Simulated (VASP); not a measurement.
Write the native input for VASP 6.6.1 that does the following.

```
Task                   : single point
Functional             : LDA
Potentials or basis    : VASP PAW LDA potentials, release 64 (B, As)
Cutoff                 : 520 eV
k mesh                 : 15 × 15 × 15
Occupations            : fermi-dirac, width 0.05 eV
Spin                   : no spin polarisation
Dipole correction      : no
Further INCAR settings : ALGO = Normal; EDIFF = 1e-06; NBANDS = 11
```

The structure of BAs (zincblende type) lies in POSCAR:

```
BAs
1.0
    0.0000000000      2.2675699192      2.2675699192
    2.2675699192      0.0000000000      2.2675699192
    2.2675699192      2.2675699192      0.0000000000
B As
1 1
Direct
    0.0000000000      0.0000000000      0.0000000000
    0.2500000000      0.2500000000      0.2500000000
```

This cell differs from its parent crystal: volume scaled by 0.88.

These files were run (other wordings do the same):

INCAR

```
SYSTEM = BAs
ALGO = Normal
EDIFF = 1E-6
ENCUT = 520
GGA = CA
ISIF = 2
ISMEAR = -1
LASPH = .TRUE.
LCHARG = .FALSE.
LREAL = .FALSE.
LWAVE = .FALSE.
NBANDS = 11
NELM = 80
PREC = Accurate
SIGMA = 0.05
```

KPOINTS

```
k-points
0
G
  15 15 15
  0 0 0
```

Potentials or basis: VASP PAW LDA potentials, release 64 (B, As).

The run is started by

```console
$ cat potpaw_LDA.64/B/POTCAR potpaw_LDA.64/As/POTCAR > POTCAR
$ mpirun -np 1 vasp_std > vasp.out
```

It gave:

```yaml
Pressure: 25.9 GPa
Band_gap_on_the_k_mesh: 0.98 eV, indirect (least direct gap 3.47 eV)
```

Wall time 9 s on 1 thread of Intel(R) Xeon(R) 6975P-C (Granite Rapids) (shared host), peak memory 0.15 GiB.
